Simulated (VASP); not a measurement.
# ZnS (F-43m) in VASP: further runs, part 2 of 3

VASP 6.6.1. The steps go on from the part before.

## (3) Vibrations by perturbation theory, PBE

This run uses another cell than the first one, of 17.16 Å³/atom, 0.896 times its volume.

File INCAR:

```
PREC = Accurate
ENCUT = 520
EDIFF = 1E-8
ISMEAR = 0
SIGMA = 0.01
LREAL = False
LASPH = True
NELM = 60
ALGO = Normal
ISIF = 2
LWAVE = False
LCHARG = False
GGA = PE
NBANDS = 16
IBRION = 8
NSW = 1
LEPSILON = True
```

File KPOINTS:

```
regular mesh
0
Gamma
  10 10 10
```

File POSCAR:

```
ZnS
1.0
    0.0000000000      2.5795234872      2.5795234872
    2.5795234872      0.0000000000      2.5795234872
    2.5795234872      2.5795234872      0.0000000000
Zn S
1 1
Direct
    0.0000000000      0.0000000000      0.0000000000
    0.7500000000      0.7500000000      0.7500000000
```

Potentials or basis: VASP PAW PBE potentials, release 64 (Zn, S).

On the command line:

```
$ cat potpaw_PBE.64/Zn/POTCAR potpaw_PBE.64/S/POTCAR > POTCAR
$ mpirun -np 1 vasp_std > vasp.out
```

OUTCAR:

```text
PREC = Accurate
   ENCUT = 520
   EDIFF = 1E-8
   ISMEAR = 0
   LREAL = False
   LASPH = True
   NELM = 60
   ISIF = 2
   GGA = PE
   IBRION = 8
   NSW = 1
   LEPSILON = True

 ion  position               nearest neighbor table
   1  0.000  0.000  0.000-   2 2.23   2 2.23   2 2.23   2 2.23
   2  0.750  0.750  0.750-   1 2.23   1 2.23   1 2.23   1 2.23

  LATTYP: Found a face centered cubic cell.
 ALAT       =     5.1590469744

  Lattice vectors:

 A1 = (   0.0000000000,   2.5795234872,   2.5795234872)
 A2 = (   2.5795234872,   0.0000000000,   2.5795234872)
 A3 = (   2.5795234872,   2.5795234872,   0.0000000000)

Analysis of symmetry for initial positions (statically):
=====================================================================
 Subroutine PRICEL returns:
 Original cell was already a primitive cell.

 Routine SETGRP: Setting up the symmetry group for a
 face centered cubic supercell.

 Subroutine GETGRP returns: Found 24 space group operations
 (whereof 24 operations were pure point group operations)
 out of a pool of 48 trial point group operations.

The static configuration has the point symmetry T_d .

Analysis of symmetry for dynamics (positions and initial velocities):
=====================================================================
 Subroutine PRICEL returns:
 Original cell was already a primitive cell.

 Routine SETGRP: Setting up the symmetry group for a
 face centered cubic supercell.

 Subroutine GETGRP returns: Found 24 space group operations
 (whereof 24 operations were pure point group operations)
 out of a pool of 48 trial point group operations.

The dynamic configuration has the point symmetry T_d .

 Subroutine INISYM returns: Found 24 space group operations
 (whereof 24 operations are pure point group operations),
 and found     1 'primitive' translations

----------------------------------------------------------------------------------------

                                     Primitive cell

  volume of cell :      34.3280

  direct lattice vectors                    reciprocal lattice vectors
     0.000000000  2.579523487  2.579523487    -0.193834250  0.193834250  0.193834250
     2.579523487  0.000000000  2.579523487     0.193834250 -0.193834250  0.193834250
     2.579523487  2.579523487  0.000000000     0.193834250  0.193834250 -0.193834250

  length of vectors
     3.647997100  3.647997100  3.647997100     0.335730769  0.335730769  0.335730769

  position of ions in fractional coordinates (direct lattice)
     0.000000000  0.000000000  0.000000000
     0.750000000  0.750000000  0.750000000

  ion indices of the primitive-cell ions
   primitive index   ion index
                 1           1
[... 642 lines left out ...]
    -0.00039  0.61931  0.00000
     0.61931 -0.00039  0.00000
     0.00000  0.00000  0.00018

--------------------------------------- Ionic step        4  -------------------------------------------

------------------------ aborting loop because EDIFF is reached ----------------------------------------

[... ionic steps 5 to 6 ...]

--------------------------------------- Ionic step        7  -------------------------------------------

 Free energy of the ion-electron system (eV)
  ---------------------------------------------------
  ---------------------------------------------------
  free energy    TOTEN  =        -0.10553968 eV

  energy without entropy =       -0.10553968

------------------------ aborting loop because EDIFF is reached ----------------------------------------

 INTERNAL STRAIN TENSOR  FOR ION    2  DIRECTION 1   (eV/Angst):
 -----------------------------------------------------------------------------
    -0.01701  0.00000  0.00000
     0.00000  0.01890 11.51747
     0.00000 11.51747  0.01890

 MACROSCOPIC STATIC DIELECTRIC TENSOR (including local field effects in DFT)
 ------------------------------------------------------
           5.940099     0.000000    -0.000000
          -0.000000     5.940099    -0.000000
           0.000000     0.000000     5.940099
 ------------------------------------------------------

 PIEZOELECTRIC TENSOR (including local field effects)  for field in x, y, z        (e  Angst)
          XX          YY          ZZ          XY          YZ          ZX
  --------------------------------------------------------------------------------
  x     0.00000     0.00000     0.00000     0.00000     1.33981     0.00000
  y    -0.00000    -0.00000    -0.00000     0.00000    -0.00000     1.33981
  z     0.00000     0.00000     0.00000     1.33981     0.00000     0.00000

 PIEZOELECTRIC TENSOR (including local field effects)  for field in x, y, z        (C/m^2)
          XX          YY          ZZ          XY          YZ          ZX
  --------------------------------------------------------------------------------
  x     0.00000     0.00000     0.00000     0.00000     0.62533     0.00000
  y    -0.00000    -0.00000    -0.00000     0.00000    -0.00000     0.62533
  z     0.00000     0.00000     0.00000     0.62533     0.00000     0.00000

 BORN EFFECTIVE CHARGES (including local field effects) (in |e|, cummulative output)
 ---------------------------------------------------------------------------------
 ion    1
    1     1.81769     0.00000     0.00000
    2     0.00000     1.81769     0.00000
    3     0.00000     0.00000     1.81769
 ion    2
    1    -1.81769     0.00000     0.00000
    2     0.00000    -1.81769     0.00000
    3    -0.00000     0.00000    -1.81769

 INTERNAL STRAIN TENSOR FOR ION    2 for displacements in x,y,z  (eV/Angst):
          X           Y           Z          XY          YZ          ZX
  --------------------------------------------------------------------------------
  x    -0.00000     0.00000     0.00000     0.00000    11.51747     0.00000
  y    -0.00000     0.00000    -0.00000     0.00000     0.00000    11.51747
  z     0.00000     0.00000    -0.00000    11.51747     0.00000     0.00000

 SECOND DERIVATIVES (NOT SYMMETRIZED)
 ------------------------------------
               1X          1Y          1Z          2X          2Y          2Z
  1X    -9.233501    0.000000    0.000000    9.233501    0.000000    0.000000
  1Y     0.000000   -9.233501    0.000000    0.000000    9.233501    0.000000
  1Z     0.000000    0.000000   -9.233501    0.000000    0.000000    9.233501
  2X     9.239946    0.000000    0.000000   -9.239946    0.000000    0.000000
  2Y     0.000000    9.239946    0.000000    0.000000   -9.239946    0.000000
  2Z     0.000000    0.000000    9.239946    0.000000    0.000000   -9.239946

 Eigenvectors and eigenvalues of the dynamical matrix
 ----------------------------------------------------

   1 f  =   10.243818 THz    64.363804 2PiTHz  341.696972 cm-1    42.365006 meV
             X         Y         Z           dx          dy          dz
      0.000000  0.000000  0.000000    -0.573478   -0.000000    0.000000
      3.869285  3.869285  3.869285     0.819221   -0.000000    0.000000
[... 21 lines left out ...]
   6 f/i=    0.001679 THz     0.010548 2PiTHz    0.056000 cm-1     0.006943 meV
             X         Y         Z           dx          dy          dz
      0.000000  0.000000  0.000000     0.000000    0.216534    0.790086
      3.869285  3.869285  3.869285     0.000000    0.151580    0.553082

--------------------------------------------------------------------------------------------------------

 MACROSCOPIC STATIC DIELECTRIC TENSOR IONIC CONTRIBUTION
 ------------------------------------------------------
           1.885561     0.000000     0.000000
           0.000000     1.885561     0.000000
           0.000000     0.000000     1.885561
 ------------------------------------------------------

 ELASTIC MODULI CONTR FROM IONIC RELAXATION (kBar)
 Direction    XX          YY          ZZ          XY          YZ          ZX
 --------------------------------------------------------------------------------
 XX          -0.0000      0.0000      0.0000     -0.0000      0.0000      0.0000
 YY           0.0000     -0.0000      0.0000     -0.0000     -0.0000     -0.0000
 ZZ           0.0000      0.0000     -0.0000      0.0000     -0.0000      0.0000
 XY          -0.0000     -0.0000      0.0000   -669.1192      0.0000      0.0000
 YZ           0.0000     -0.0000     -0.0000      0.0000   -669.1192      0.0000
 ZX           0.0000     -0.0000      0.0000      0.0000      0.0000   -669.1192
 --------------------------------------------------------------------------------

 PIEZOELECTRIC TENSOR IONIC CONTR  for field in x, y, z        (C/m^2)
          XX          YY          ZZ          XY          YZ          ZX
  --------------------------------------------------------------------------------
  x     0.00000    -0.00000    -0.00000     0.00000    -1.05693     0.00000
  y     0.00000    -0.00000     0.00000     0.00000     0.00000    -1.05693
  z    -0.00000    -0.00000     0.00000    -1.05693    -0.00000     0.00000
```

stdout:

```text
POSCAR found type information on POSCAR ZnS
 POSCAR found :  2 types and       2 ions
 scaLAPACK will be used
 LDA part: xc-table for (Slater+PW92), standard interpolation
 POSCAR, INCAR and KPOINTS ok, starting setup
 FFT: planning ... GRIDC
 FFT: planning ... GRID_SOFT
 FFT: planning ... GRID
 WAVECAR not read
 entering main loop
[... 23 lines left out ...]
  Direction:   3
 dielectric tensor                  component  3 :     0.755     0.932     5.940
 Linear response DOF=           2
 Linear response progress:
 first order change of Fermi-energy  -0.98895E-06
 force on displaced ion       1 direction 1 :  -9.234  -0.000  -0.000
 Born effective charge ion    1 direction 1 :   1.816   0.000   0.000
 Linear response progress:
 first order change of Fermi-energy   0.26469E-03
 force on displaced ion       2 direction 1 :  -9.240  -0.000  -0.000
 Born effective charge ion    2 direction 1 :  -1.819   0.000   0.000
 Born effective charges drift removed
 Linear response finished
```

It took 7.2 min on 1 thread of Intel Xeon Platinum 8488C (Sapphire Rapids), shared host; peak memory 0.35 GiB.

What came out:

```
Electronic dielectric tensor (diagonal)                 : 5.94
Born charges (mean of the diagonal)                     : Zn +1.82; S -1.82 e
Highest phonon frequency at Γ, LO-TO splitting left out : 342 cm⁻¹
```

Phonon frequencies in cm⁻¹ (negative: imaginary):
```csv
q point,frequencies
"(0.000, 0.000, 0.000)",0 0 0 342 342 342
```

Electronic dielectric tensor:
```
5.94 0.00 0.00
0.00 5.94 0.00
0.00 0.00 5.94
```

Born effective charge tensors (e):
atom 1, Zn
```
1.82 0.00 0.00
0.00 1.82 0.00
0.00 0.00 1.82
```
atom 2, S
```
-1.82  0.00  0.00
 0.00 -1.82  0.00
 0.00  0.00 -1.82
```

Caveat: the cell wasn't relaxed at this level first, which shifts response properties.

(Continued in part 3 of 3.)
